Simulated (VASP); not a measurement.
# AsH3 in VASP: single point with PBEsol

Aim: the single point of AsH3 with PBEsol.

Program: VASP 6.6.1. These are calculated values, not measurements. Logs are shortened: lines on timing, memory, paths and dates and some standing lists are left out, and cuts for length are marked.

## (1) The cell of the first run

The cell holds a molecule in a box, 4 atoms: a = 12.557 Å, b = 13.057 Å, c = 13.557 Å, α = 90.00°, β = 90.00°, γ = 90.00°.

## (2) Single point, PBEsol

INCAR reads:

```
SYSTEM = AsH3
  ALGO = Normal
  EDIFF = 1E-6
  ENCUT = 400
  GGA = PS
  GGA_COMPAT = .False.
  ISIF = 2
  ISMEAR = 0
  LASPH = .True.
  LCHARG = .False.
  LREAL = .False.
  LWAVE = .False.
  NBANDS = 17
  NELM = 120
  NELMDL = -8
  PREC = Accurate
  SIGMA = 0.005
```

KPOINTS reads:

```
k-points
0
Gamma
  1 1 1
  0 0 0
```

POSCAR reads:

```
AsH3
1.0
   12.5572003111      0.0000000000      0.0000000000
    0.0000000000     13.0572003111      0.0000000000
    0.0000000000      0.0000000000     13.5572003111
As H
1 3
Direct
    0.5262628400      0.5096004700      0.4578352900
    0.5290580700      0.4128441100      0.5217632200
    0.5511202500      0.5766399000      0.5477206000
    0.4063777000      0.5214262000      0.4756737900
```

Potentials or basis: VASP PAW PBE potentials, release 64 (As_d, H).

Launch:

```sh
cat potpaw_PBE.64/As_d/POTCAR potpaw_PBE.64/H/POTCAR > POTCAR
mpirun -np 1 vasp_gam > vasp.out
```

OUTCAR:

```text
SYSTEM = AsH3
   EDIFF = 1E-6
   ENCUT = 400
   GGA = PS
   ISIF = 2
   ISMEAR = 0
   LASPH = .True.
   LREAL = .False.
   NELM = 120
   NELMDL = -8
   PREC = Accurate

 ion  position               nearest neighbor table
   1  0.526  0.510  0.458-   2 1.53   4 1.53   3 1.53
   2  0.529  0.413  0.522-   1 1.53
   3  0.551  0.577  0.548-   1 1.53
   4  0.406  0.521  0.476-   1 1.53

  LATTYP: Found a simple orthorhombic cell.
 ALAT       =    12.5572003111
 B/A-ratio  =     1.0398177928
 C/A-ratio  =     1.0796355856

  Lattice vectors:

 A1 = (  12.5572003111,   0.0000000000,   0.0000000000)
 A2 = (   0.0000000000,  13.0572003111,   0.0000000000)
 A3 = (   0.0000000000,   0.0000000000,  13.5572003111)

Analysis of symmetry for initial positions (statically):
=====================================================================
 Subroutine PRICEL returns:
 Original cell was already a primitive cell.

 Routine SETGRP: Setting up the symmetry group for a
 simple orthorhombic supercell.

 Subroutine GETGRP returns: Found  1 space group operations
 (whereof  1 operations were pure point group operations)
 out of a pool of  8 trial point group operations.

The static configuration has the point symmetry C_1 .

Analysis of symmetry for dynamics (positions and initial velocities):
=====================================================================
 Subroutine PRICEL returns:
 Original cell was already a primitive cell.

 Routine SETGRP: Setting up the symmetry group for a
 simple orthorhombic supercell.

 Subroutine GETGRP returns: Found  1 space group operations
 (whereof  1 operations were pure point group operations)
 out of a pool of  8 trial point group operations.

The dynamic configuration has the point symmetry C_1 .

 Subroutine INISYM returns: Found  1 space group operations
 (whereof  1 operations are pure point group operations),
 and found     1 'primitive' translations

----------------------------------------------------------------------------------------

                                     Primitive cell

  volume of cell :    2222.8640

  direct lattice vectors                    reciprocal lattice vectors
    12.557200311  0.000000000  0.000000000     0.079635586  0.000000000  0.000000000
     0.000000000 13.057200311  0.000000000     0.000000000  0.076586096  0.000000000
     0.000000000  0.000000000 13.557200311     0.000000000  0.000000000  0.073761542

  length of vectors
    12.557200311 13.057200311 13.557200311     0.079635586  0.076586096  0.073761542

  position of ions in fractional coordinates (direct lattice)
     0.526262840  0.509600470  0.457835290
     0.529058070  0.412844110  0.521763220
     0.551120250  0.576639900  0.547720600
     0.406377700  0.521426200  0.475673790

  ion indices of the primitive-cell ions
   primitive index   ion index
                 1           1
                 2           2
                 3           3
                 4           4

----------------------------------------------------------------------------------------

 KPOINTS: k-points

Automatic generation of k-mesh.
 Grid dimensions read from file:
 generate k-points for:    1    1    1

 Generating k-lattice:

  Cartesian coordinates                     Fractional coordinates (reciprocal lattice)
     0.079635586  0.000000000  0.000000000     1.000000000  0.000000000  0.000000000
     0.000000000  0.076586096  0.000000000     0.000000000  1.000000000  0.000000000
     0.000000000  0.000000000  0.073761542     0.000000000  0.000000000  1.000000000

  Length of vectors
     0.079635586  0.076586096  0.073761542

  Shift w.r.t. Gamma in fractional coordinates (k-lattice)
     0.000000000  0.000000000  0.000000000

 Subroutine IBZKPT returns following result:
 ===========================================

 Found      1 irreducible k-points:

 Following reciprocal coordinates:
            Coordinates               Weight
  0.000000  0.000000  0.000000      1.000000
   k-points           NKPTS =      1   k-points in BZ     NKDIM =      1   number of bands    NBANDS=     17
   number of dos      NEDOS =    301   number of ions     NIONS =      4
   total plane-waves  NPLWV = 680400
   dimension x,y,z NGX =    84 NGY =   90 NGZ =   90
   dimension x,y,z NGXF=   168 NGYF=  180 NGZF=  180
   ions per type =               1   3
   NGX,Y,Z   is equivalent  to a cutoff of  11.12, 11.46, 11.04 a.u.
   NGXF,Y,Z  is equivalent  to a cutoff of  22.24, 22.92, 22.07 a.u.
 SYSTEM =  AsH3
   PREC   = accura    normal or accurate (medium, high low for compatibility)
   ISTART =      0    job   : 0-new  1-cont  2-samecut
   ICHARG =      2    charge: 1-file 2-atom 10-const
   ISPIN  =      1    spin polarized calculation?
   LNONCOLLINEAR =      F non collinear calculations
   LSORBIT =      F    spin-orbit coupling
   LASPH  =      T    aspherical Exc in radial PAW
   ENCUT  =  400.0 eV  29.40 Ry    5.42 a.u.  20.48 21.29 22.11*2*pi/ulx,y,z
   NELM   =    120;   NELMIN=  2; NELMDL= -8     # of ELM steps
   EDIFF  = 0.1E-05   stopping-criterion for ELM
   LREAL  =      F    real-space projection
   EDIFFG = 0.1E-04   stopping-criterion for IOM
   NSW    =      0    number of steps for IOM
   IBRION =     -1    ionic relax: 0-MD 1-quasi-New 2-CG
   NFREE  =      0    steps in history (QN), initial steepest desc. (CG)
   ISIF   =      2    stress and relaxation
   ISYM   =      2    0-nonsym 1-usesym 2-fastsym
   POTIM  = 0.5000    time-step for ionic-motion
   TEBEG  =    0.0;   TEEND  =   0.0 temperature during run
   PSTRESS=    0.0 pullay stress
   NELECT =      18.0000    total number of electrons
   NUPDOWN=      -1.0000    fix difference up-down
   EMIN   =  10.00;   EMAX   =-10.00  energy-range for DOS
   EFERMI =   0.00;   METHOD = LEGACY
   ISMEAR =     0;   SIGMA  =   0.01  broadening in eV -4-tet -1-fermi 0-gaus
   EFERMI_NEDOS =   21; number of points for ismear=-14 and -15
   IALGO  =     38    algorithm
   IMIX   =      4    mixing-type and parameters
     AMIX     =   0.40;   BMIX     =  1.00
     AMIX_MAG =   1.60;   BMIX_MAG =  1.00
  volume/ion in A,a.u.               =     555.72      3750.16
  Fermi-wavevector in a.u.,A,eV,Ry     =   0.328747  0.621241  1.470441  0.108074
  Thomas-Fermi vector in A             =   1.222601
   LORBIT       =      0    0 simple, 1 ext, 2 COOP (PROOUT), +10 PAW based schemes
   GGA     = PS    functional components
   LHFCALC =     F    Hartree Fock is set to
   AEXX    =    0.0000 exact exchange contribution
   IVDW    =     0    specifies the selected vdW correction
   LEPSILON=     F    determine dielectric tensor
   LRPA    =     F    only Hartree local field effects (RPA)
 non-spin polarized calculation
 Gauss-broadening in eV      SIGMA  =   0.01
  energy-cutoff  :      400.00
  volume of cell :     2222.86
 maximum number of plane-waves:     20182
 NGX is ok and might be reduce to    84
   NGX = 41   NGY = 43   NGZ = 45

 number of electron      17.9999972 magnetization

 Free energy of the ion-electron system (eV)
  ---------------------------------------------------
  ext. energy  EPLUGINS =         0.00000000
  ---------------------------------------------------
  free energy    TOTEN  =       -14.40880066 eV

  energy without entropy =      -14.40880066  energy(sigma->0) =      -14.40880066

 E-fermi :  -6.6503     XC(G=0):  -0.4542

 val. band max:       -6.7357607603   @ k =   0.0000   0.0000   0.0000
 cond. band min:      -0.7349701497   @ k =   0.0000   0.0000   0.0000
 fundamental gap:      6.0007906105
 Fermi energy:        -6.6502544960

 k-point     1 :       0.0000    0.0000    0.0000
  band No.  band energies     occupation
      1     -39.4680      2.00000
      2     -39.4680      2.00000
      3     -39.3841      2.00000
      4     -39.3841      2.00000
      5     -39.3328      2.00000
      6     -15.9931      2.00000
[... 9 lines left out ...]
     16       0.6904      0.00000
     17       0.7375      0.00000

------------------------ aborting loop because EDIFF is reached ----------------------------------------

  FORCE on cell =-STRESS in cart. coord.  units (eV):
  Direction    XX          YY          ZZ          XY          YZ          ZX
  --------------------------------------------------------------------------------------
  -------------------------------------------------------------------------------------
  Total       -0.2877216     -0.2948423     -0.2561516     -0.0003141     -0.0045097     -0.0198870
  in kB       -0.2073816     -0.2125140     -0.1846268     -0.0002264     -0.0032504     -0.0143340
  external PRESSURE =      -0.2015075 kB  Pullay stress =       0.0000000 kB

 VOLUME and BASIS-vectors are now :
 -----------------------------------------------------------------------------
  energy-cutoff  :      400.00
  volume of cell :     2222.86
      direct lattice vectors                 reciprocal lattice vectors
    12.557200311  0.000000000  0.000000000     0.079635586  0.000000000  0.000000000
     0.000000000 13.057200311  0.000000000     0.000000000  0.076586096  0.000000000
     0.000000000  0.000000000 13.557200311     0.000000000  0.000000000  0.073761542

 POSITION                                       TOTAL-FORCE (eV/Angst)
 -----------------------------------------------------------------------------------
      6.60839      6.65396      6.20696        -0.031829     -0.009057      0.057971
      6.64349      5.39059      7.07365        -0.007112      0.053485     -0.023251
      6.92053      7.52930      7.42556        -0.020953     -0.038448     -0.038839
      5.10297      6.80837      6.44880         0.059894     -0.005979      0.004119
 -----------------------------------------------------------------------------------
    total drift:                               -0.002651     -0.003141     -0.002315

  FREE ENERGIE OF THE ION-ELECTRON SYSTEM (eV)
  ---------------------------------------------------
  free  energy   TOTEN  =       -14.4088006615 eV

  energy  without entropy=      -14.4088006615  energy(sigma->0) =      -14.40880066
```

Wall time 2.8 min (1 thread of AMD EPYC 7R43 (Zen 3), shared host); peak memory 1.1 GiB.

Results:

- Free energy: -14.4088 eV
- Largest force: 0.067 eV/Å
- Gap between the frontier levels: 6.00 eV

Forces in eV/Å, atoms in the order of the input:
```
As  -0.032 -0.009  0.058
H   -0.007  0.053 -0.023
H   -0.021 -0.038 -0.039
H    0.060 -0.006  0.004
```

Levels at points of the mesh, in eV from the valence-band top:
```
           k point  band 7  band 8  band 9  band 10  band 11  band 12
(0.00, 0.00, 0.00)   -1.97   -1.97    0.00     6.00     6.40     6.42
```

Caveat: the PAW data sets were made with another functional, which shifts forces and pressure a little.
